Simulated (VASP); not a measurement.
Runs of VASP 6.6.1 on Nb. The structure is that of space group Im-3m (No. 229), or close to it. The cells are those of the table. 

```tsv
task	cell	k mesh	cutoff (eV)	smearing	gap on the mesh (eV)	pressure (GPa)	relaxed volume (Å³/atom)
single point	a = 2.873 Å, angles 109.5°, 1 atom	8 × 8 × 8	520	gaussian 0.1 eV	none	-10.6	-
relaxation of cell and atoms	relaxed from a = 2.812 Å, angles 109.5°, 1 atom	16 × 16 × 16	600	fermi-dirac 0.15 eV	none	0.0	(a)
relaxation of cell and atoms	relaxed from a = 2.873 Å, angles 109.5°, 1 atom	8 × 8 × 8	600	gaussian 0.1 eV	none	-0.5	(b)
single point	a = 2.814 Å, angles 109.5°, 1 atom	16 × 16 × 16	520	fermi-dirac 0.15 eV	none	-0.2	-
relaxation of cell and atoms	relaxed from a = 2.817 Å, angles 109.5°, 1 atom	16 × 16 × 16	600	gaussian 0.1 eV	none	0.0	17.11
single point	a = 2.812 Å, angles 109.5°, 1 atom	16 × 16 × 16	520	gaussian 0.1 eV	none	-0.2	-
single point	a = 2.817 Å, angles 109.5°, 1 atom	8 × 8 × 8	520	gaussian 0.1 eV	none	-0.1	-
```

Alike in all rows: level LDA; potentials or basis VASP PAW LDA potentials, release 64 (Nb_sv); no spin polarisation.

**Question.** Estimate the missing entries.

**Answer.** (a) 17.15; (b) 17.25.

A k mesh can miss the band edges, and the runs leave out spin-orbit coupling on Nb.

A gap of «none» marks levels without a gap at the run's occupations.
